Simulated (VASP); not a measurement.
# CaSe (F-43m) in VASP: notebook, part 2 of 2

VASP 6.6.1.

## (3) Single point, PBE

Input file INCAR:

```
  PREC = Accurate
  ENCUT = 520
  EDIFF = 1E-6
  ISMEAR = 0
  SIGMA = 0.01
  LREAL = F
  LASPH = T
  NELM = 80
  ALGO = Normal
  ISIF = 2
  LWAVE = F
  LCHARG = T
  GGA = PE
  LELF = T
  LVHAR = T
  NBANDS = 15
```

Input file KPOINTS:

```
regular mesh
0
Gamma
  6 6 6
```

Input file POSCAR:

```
CaSe
1.0
    0.0000000000      3.2795613712      3.2795613712
    3.2795613712      0.0000000000      3.2795613712
    3.2795613712      3.2795613712      0.0000000000
Ca Se
1 1
Direct
    0.0000000000      0.0000000000      0.0000000000
    0.2500000000      0.2500000000      0.2500000000
```

Potentials or basis: VASP PAW PBE potentials, release 64 (Ca_sv, Se).

Run with:

```
$ cat potpaw_PBE.64/Ca_sv/POTCAR potpaw_PBE.64/Se/POTCAR > POTCAR
$ mpirun -np 1 vasp_std > vasp.out
```

OUTCAR:

```text
PREC = Accurate
   ENCUT = 520
   EDIFF = 1E-6
   ISMEAR = 0
   LREAL = F
   LASPH = T
   NELM = 80
   ISIF = 2
   GGA = PE

 ion  position               nearest neighbor table
   1  0.000  0.000  0.000-   2 2.84   2 2.84   2 2.84   2 2.84
   2  0.250  0.250  0.250-   1 2.84   1 2.84   1 2.84   1 2.84

  LATTYP: Found a face centered cubic cell.
 ALAT       =     6.5591227424

  Lattice vectors:

 A1 = (   0.0000000000,   3.2795613712,   3.2795613712)
 A2 = (   3.2795613712,   0.0000000000,   3.2795613712)
 A3 = (   3.2795613712,   3.2795613712,   0.0000000000)

Analysis of symmetry for initial positions (statically):
=====================================================================
 Subroutine PRICEL returns:
 Original cell was already a primitive cell.

 Routine SETGRP: Setting up the symmetry group for a
 face centered cubic supercell.

 Subroutine GETGRP returns: Found 24 space group operations
 (whereof 24 operations were pure point group operations)
 out of a pool of 48 trial point group operations.

The static configuration has the point symmetry T_d .

Analysis of symmetry for dynamics (positions and initial velocities):
[... 167 lines left out ...]
      8      -0.3990      2.00000
      9       2.9008      0.00000
     10       5.0767      0.00000
     11       5.0767      0.00000
     12       7.0948      0.00000
     13       7.0948      0.00000
     14       7.0948      0.00000
[... 257 lines left out ...]
      2     -20.4217      2.00000
      3     -20.3959      2.00000
      4     -20.3917      2.00000
      5     -10.2883      2.00000
      6      -1.2885      2.00000
      7      -0.6932      2.00000
      8      -0.3864      2.00000
      9       3.4117      0.00000
     10       4.6837      0.00000
     11       5.6076      0.00000
     12       5.8891      0.00000
     13       6.3775      0.00000
     14       8.0218      0.00000
     15       8.8647      0.00000

------------------------ aborting loop because EDIFF is reached ----------------------------------------

  FORCE on cell =-STRESS in cart. coord.  units (eV):
  Direction    XX          YY          ZZ          XY          YZ          ZX
  --------------------------------------------------------------------------------------
  -------------------------------------------------------------------------------------
  Total        0.2439519      0.2439519      0.2439519      0.0000000      0.0000000      0.0000000
  in kB        5.5403543      5.5403543      5.5403543      0.0000000      0.0000000      0.0000000
  external PRESSURE =       5.5403543 kB  Pullay stress =       0.0000000 kB

 VOLUME and BASIS-vectors are now :
 -----------------------------------------------------------------------------
  energy-cutoff  :      520.00
  volume of cell :       70.55
      direct lattice vectors                 reciprocal lattice vectors
     0.000000000  3.279561371  3.279561371    -0.152459413  0.152459413  0.152459413
     3.279561371  0.000000000  3.279561371     0.152459413 -0.152459413  0.152459413
     3.279561371  3.279561371  0.000000000     0.152459413  0.152459413 -0.152459413

 POSITION                                       TOTAL-FORCE (eV/Angst)
 -----------------------------------------------------------------------------------
      0.00000      0.00000      0.00000        -0.000000     -0.000000      0.000000
      1.63978      1.63978      1.63978         0.000000      0.000000     -0.000000
 -----------------------------------------------------------------------------------
    total drift:                                0.000000      0.000000      0.000000

  FREE ENERGIE OF THE ION-ELECTRON SYSTEM (eV)
  ---------------------------------------------------
  free  energy   TOTEN  =        -8.9677286412 eV

  energy  without entropy=       -8.9677286412  energy(sigma->0) =       -8.96772864
```

Wall time 37 s (1 thread of Intel Xeon 8259CL, shared host); peak memory 0.21 GiB.

What came out:

| Quantity | Value |
| --- | --- |
| Free energy | -8.9677 eV |
| Pressure | 0.6 GPa |
| Band gap on the k mesh | 3.21 eV (least direct gap 3.30 eV) |

A k mesh can miss the band edges.
